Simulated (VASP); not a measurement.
The system is GaN.

```xyz
8
Lattice="2.9709 0.0000 0.0000 -1.4855 2.5729 0.0000 0.0000 0.0000 9.7030" Properties=species:S:1:pos:R:3 pbc="T T T"
Ga    0.0000    0.0000    0.0000
Ga    0.0000    1.7153    2.4257
Ga    0.0000    0.0000    4.8515
Ga    1.4855    0.8576    7.2772
N     0.0000    0.0000    1.8193
N     0.0000    1.7153    4.2451
N     0.0000    0.0000    6.6708
N     1.4855    0.8576    9.0965
```

```yaml
Program: VASP 6.6.1
Task: relaxation of cell and atoms
Functional: PBEsol
Potentials_or_basis: VASP PAW PBE potentials, release 64 (Ga_d, N)
Cutoff: 600 eV
k_mesh: 9 × 9 × 2
Occupations: fermi-dirac, width 0.03 eV
Spin: no spin polarisation
```

At the start: pressure 59.3 GPa; volume 9.27 Å³/atom.

**Question.** Where does the relaxation end?

**Answer.** Over 8 steps the energy falls by 322.3 meV/atom and the volume is 11.35 Å³/atom (+22.4 %); space group P6_3mc (No. 186, to 0.1 Å) before and after.

Step by step:
| step | energy change (eV) | largest force (eV/Å) | pressure (GPa) | volume (Å³) |
| --- | --- | --- | --- | --- |
| 1 | 0.0000 | 0.0451 | 59.28 | 74.17 |
| 2 | 0.3177 | 0.0383 | -27.85 | 117.41 |
| 3 | -2.5730 | 0.0400 | -1.95 | 91.78 |
| 4 | -2.5781 | 0.0399 | -0.43 | 91.04 |
| 5 | -2.5780 | 0.0399 | 0.38 | 90.68 |
| 6 | -2.5782 | 0.0122 | 0.39 | 90.69 |
| 7 | -2.5782 | 0.0183 | 0.38 | 90.69 |
| 8 | -2.5784 | 0.0066 | -0.07 | 90.81 |

Final structure:
```yaml
crystal:
  lattice:
    - [3.17917, 0.00000, 0.00000]
    - [-1.58959, 2.75324, 0.00000]
    - [0.00000, 0.00000, 10.37501]
  atoms:
    - { symbol: Ga, position: [0.00000, 0.00000, 0.99968] }
    - { symbol: Ga, position: [0.33333, 0.66667, 0.24999] }
    - { symbol: Ga, position: [0.00000, 0.00000, 0.49968] }
    - { symbol: Ga, position: [0.66667, 0.33333, 0.74999] }
    - { symbol: N, position: [0.00000, 0.00000, 0.18759] }
    - { symbol: N, position: [0.33333, 0.66667, 0.43775] }
    - { symbol: N, position: [0.00000, 0.00000, 0.68759] }
    - { symbol: N, position: [0.66667, 0.33333, 0.93775] }
```

Caveat: the volume moved by over 15 % at a fixed basis, so the end points are rough; the PAW data sets were made with another functional, which shifts forces and pressure a little.
